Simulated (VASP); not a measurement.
Set up this calculation in VASP 6.6.1, as the native input.

```yaml
Task: relaxation of cell and atoms
Functional: PBE
Potentials_or_basis: VASP PAW PBE potentials, release 64 (In_d, Ag)
Cutoff: 600 eV
k_mesh: 6 × 6 × 6
Occupations: gaussian, width 0.1 eV
Spin: no spin polarisation
Dipole_correction: no
Further_INCAR_settings: ALGO = Normal; EDIFF = 1e-06; IBRION = 2; EDIFFG = -0.04; NSW = 90; ISIF = 3
```

The structure of InAg2 lies in POSCAR:

```
InAg2
1.0
    0.0000000000      3.1410909710      3.1410909710
    3.1410909710      0.0000000000      3.1410909710
    3.1410909710      3.1410909710      0.0000000000
In Ag
1 2
Direct
    0.0000000000      0.0000000000      0.0000000000
    0.2500000000      0.2500000000      0.2500000000
    0.7500000000      0.7500000000      0.7500000000
```

One way to write it, as run:

INCAR

```
SYSTEM = InAg2
PREC     = Accurate       ! precision mode
ENCUT    = 600            ! plane-wave cutoff, eV
EDIFF    = 1E-6           ! SCF threshold, eV
ISMEAR   = 0              ! smearing method
SIGMA    = 0.1            ! smearing width, eV
LREAL    = .FALSE.        ! projectors in reciprocal space
LASPH    = .TRUE.         ! aspherical terms in the spheres
NELM     = 100            ! most SCF steps
ALGO     = Normal         ! electronic algorithm
ISIF     = 3              ! what is computed and relaxed
LWAVE    = .FALSE.        ! write WAVECAR
LCHARG   = .FALSE.        ! write CHGCAR
GGA      = PE             ! functional
IBRION   = 2              ! ionic algorithm
NSW      = 90             ! ionic steps
EDIFFG   = -0.04          ! ionic threshold
```

KPOINTS

```
Automatic mesh
0
G
  6 6 6
  0 0 0
```

Potentials or basis: VASP PAW PBE potentials, release 64 (In_d, Ag).

Launch:

```sh
$ cat potpaw_PBE.64/In_d/POTCAR potpaw_PBE.64/Ag/POTCAR > POTCAR
$ mpirun -np 1 vasp_std > vasp.out
```

It gave:

The relaxed volume is 23.19 Å³/atom. The relaxed cell is a = 4.616 Å, b = 4.616 Å, c = 4.616 Å, α = 60.00°, β = 60.00°, γ = 60.00°, the space group after relaxing (to 0.05 Å) is Fm-3m (No. 225) and the energy gained by relaxing is 64.0 meV/atom. The ionic steps are 3 and the pressure after relaxing is 0.0 GPa.

Wall time 29 s on 1 thread of Intel(R) Xeon(R) 6975P-C (Granite Rapids) (shared host), peak memory 0.23 GiB.
